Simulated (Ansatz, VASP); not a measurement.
**Two plane-wave programs on TiO2**

Contents of INCAR:

```
PREC = Accurate ; ENCUT = 600
EDIFF = 1E-6 ; ISMEAR = 0
SIGMA = 0.01 ; LREAL = F
LASPH = T ; NELM = 120
ALGO = Normal ; ISIF = 2
LWAVE = F ; LCHARG = F
GGA = PS ; NBANDS = 19
GGA_COMPAT = F
```

The input KPOINTS:

```
Automatic mesh
0
Gamma
  4 4 4
```

File POSCAR:

```
TiO2
1.0
    1.4973310000      0.8644850000      6.9815440000
   -1.4973310000      0.8644850000      6.9815440000
    0.0000000000     -1.7289690000      6.9815440000
Ti O
1 2
Direct
    0.0000000000      0.0000000000      0.0000000000
    0.6204670000      0.6204670000      0.6204670000
    0.3795330000      0.3795330000      0.3795330000
```

Input for Ansatz:

```yaml
crystal:
  lattice:
    - [1.497331, 0.864485, 6.981544]
    - [-1.497331, 0.864485, 6.981544]
    - [0.0, -1.728969, 6.981544]
  atoms:
    - { symbol: Ti, position: [0.0, 0.0, 0.0] }
    - { symbol: O, position: [0.620467, 0.620467, 0.620467] }
    - { symbol: O, position: [0.379533, 0.37953299999999995, 0.379533] }
kpoints:
  mp_grid:
    grid: [4, 4, 4]
hamiltonian:
  xc: pbesol
scf:
  occupations:
    method: fixed
output:
  eigenvalues: true
```

Alike in both runs: task single point; functional PBEsol; k mesh 4 × 4 × 4; no spin polarisation.

|  | VASP | Ansatz |
| --- | --- | --- |
| version | VASP 6.6.1 | Ansatz 0.2.0 |
| potentials or method | VASP PAW PBE potentials, release 64 (Ti_sv, O) | plane waves, PAW |
| plane-wave cutoff (eV) | 600 | 420 |
| occupations | gaussian, width 0.01 eV | fixed |
| valence electrons in the cell | 24 | 24 |

Ansatz gave:

* gap on the k mesh at the Fermi level (eV): 2.68

**Question.** What did VASP give for the same quantities?

**Answer.** gap on the k mesh at the Fermi level (eV): 2.66.

VASP's potentials were made for PBE, not for PBEsol.

The k mesh is coarse, so the values compare programs but aren't converged.
